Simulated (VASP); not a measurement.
A run of VASP 6.6.1 is set up as follows.

The input INCAR:

```
  PREC = Accurate
  ENCUT = 600
  EDIFF = 1E-7
  ISMEAR = 0
  SIGMA = 0.1
  LREAL = F
  LASPH = T
  NELM = 80
  ALGO = Normal
  ISIF = 3
  LWAVE = F
  LCHARG = F
  GGA = PE
  IBRION = 2
  NSW = 90
  EDIFFG = -0.04
```

KPOINTS

```
Automatic mesh
0
Gamma
  6 6 4
```

File POSCAR:

```
BC5
1.0
    1.8685705365     -3.3621490583      0.0000000000
    1.8685705365      3.3621490583      0.0000000000
    0.0000000000      0.0000000000      6.9704029491
B C
1 5
Direct
    0.0000000000      0.0000000000      0.5000000000
    0.5000000000      0.5000000000      0.0000000000
    0.1667611131      0.1667611131      0.0000000000
    0.8332388869      0.8332388869      0.0000000000
    0.7850316033      0.2149683967      0.5000000000
    0.2149683967      0.7850316033      0.5000000000
```

Potentials or basis: VASP PAW PBE potentials, release 64 (B, C).

The run is started by

```sh
$ cat potpaw_PBE.64/B/POTCAR potpaw_PBE.64/C/POTCAR > POTCAR
$ mpirun -np 1 vasp_std > vasp.out
```

(1) Estimate the relaxed cell.

(2) What does it give for the relaxed volume?

(3) What does it give for the band gap on the k mesh?

Results:

(1) a = 3.873 Å, b = 3.873 Å, c = 7.857 Å, α = 90.00°, β = 90.00°, γ = 122.45°.

(2) 16.57 Å³/atom.

(3) zero (an odd number of electrons rules out a gap without spin polarisation).

Caveat: this functional lacks dispersion, which binds layers or chains, so the pressure and a relaxed spacing across them are unreliable; an odd number of electrons without spin polarisation forces a metal; a magnetic or distorted state may lie lower.
